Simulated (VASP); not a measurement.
Runs of VASP 6.6.1 on PIr2. The structure is that of space group Fm-3m (No. 225), or close to it. The cells are those of the table. 

```tsv
cell	gap on the mesh (eV)	pressure (GPa)
a = 3.894, b = 3.894, c = 3.914 Å, angles 59.8, 59.8, 60.3°, 3 atoms	none	0.2
a = 3.861 Å, angles 60.0°, 3 atoms	none	(a)
a = 3.991 Å, angles 60.0°, 3 atoms	none	-18.1
a = 3.901 Å, angles 60.0°, 3 atoms	none	0.2
a = 3.875, b = 3.875, c = 3.914 Å, angles 59.7, 59.7, 60.7°, 3 atoms	none	3.6
```

Alike in all rows: task single point; level LDA; potentials or basis VASP PAW LDA potentials, release 64 (P, Ir); no spin polarisation; k mesh 11 × 11 × 11; cutoff (eV) 520; smearing fermi-dirac 0.05 eV.

Q: Fill in the values left out.

A: (a) 10.7.

Caveats: spin-orbit coupling is left out, which moves the levels of the heavy elements; the cell stands under pressure (at least some runs); the cell stands under tension (at least some runs).

A k mesh can miss the band edges, and the runs leave out spin-orbit coupling on Ir.

A gap of «none» marks levels without a gap at the run's occupations.
